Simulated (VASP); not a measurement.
Input of a VASP 6.6.1 run:

File INCAR:

```
SYSTEM = Ta
PREC = Accurate
ENCUT = 520
EDIFF = 1E-6
ISMEAR = 0
SIGMA = 0.1
LREAL = .False.
LASPH = .True.
NELM = 80
ALGO = Fast
ISIF = 2
LWAVE = .False.
LCHARG = .False.
GGA = PE
NBANDS = 12
ISYM = 0
```

File KPOINTS:

```
regular mesh
0
Gamma
  12 12 13
  0 0 0
```

POSCAR

```
Ta
1.0
    2.8276184546     -0.0155746161      0.3912044959
   -1.4272972405      2.4721513381      0.0000000000
    1.7620073468      1.0172954159      2.8786617583
Ta
1
Direct
    0.0000000000      0.0000000000      0.0000000000
```

Potentials or basis: VASP PAW PBE potentials, release 64 (Ta_pv).

Command:

```console
$ cat potpaw_PBE.64/Ta_pv/POTCAR > POTCAR
$ mpirun -np 1 vasp_std > vasp.out
```

(1) Estimate the pressure.

Results:

(1) 9.9 GPa.
